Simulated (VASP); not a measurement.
Input of a VASP 6.6.1 run:

INCAR

```
ALGO = Normal
EDIFF = 1E-6
ENCUT = 520
GGA = PE
ISIF = 2
ISMEAR = 0
LASPH = T
LCHARG = F
LREAL = F
LWAVE = F
NBANDS = 37
NELM = 100
PREC = Accurate
SIGMA = 0.1
```

File KPOINTS:

```
k-points
0
Gamma
  4 4 4
```

The input POSCAR:

```
LaHfF5
1.0
    4.2153876601      0.0000000000      0.0000000000
    0.0000000000      4.2153876601      0.0000000000
    0.0000000000      0.0000000000      5.1374429527
La Hf F
1 1 5
Direct
    0.0000000000      0.0000000000      0.5000000000
    0.5000000000      0.5000000000      0.0000000000
    0.0000000000      0.5000000000      0.2348718728
    0.0000000000      0.5000000000      0.7651281272
    0.5000000000      0.0000000000      0.2348718728
    0.5000000000      0.0000000000      0.7651281272
    0.0000000000      0.0000000000      0.0000000000
```

Potentials or basis: VASP PAW PBE potentials, release 64 (La, Hf_pv, F).

The run is started by

```bash
$ cat potpaw_PBE.64/La/POTCAR potpaw_PBE.64/Hf_pv/POTCAR potpaw_PBE.64/F/POTCAR > POTCAR
$ mpirun -np 1 vasp_std > vasp.out
```

What does it give for the pressure?

-1.0 GPa.

What does it give for the band gap on the k mesh?

Zero (bands 28 and 29 overlap by 0.66 eV).

Predict the largest force.

0.020 eV/Å.

Stress tensor (GPa, compression positive):
```
-1.03  0.00  0.00
 0.00 -1.03  0.00
 0.00  0.00 -0.90
```

Caveat: the k points lie up to 0.37 Å⁻¹ apart, too coarse for converged energies and pressures of a metal; spin-orbit coupling is left out, which moves the levels of the heavy elements.
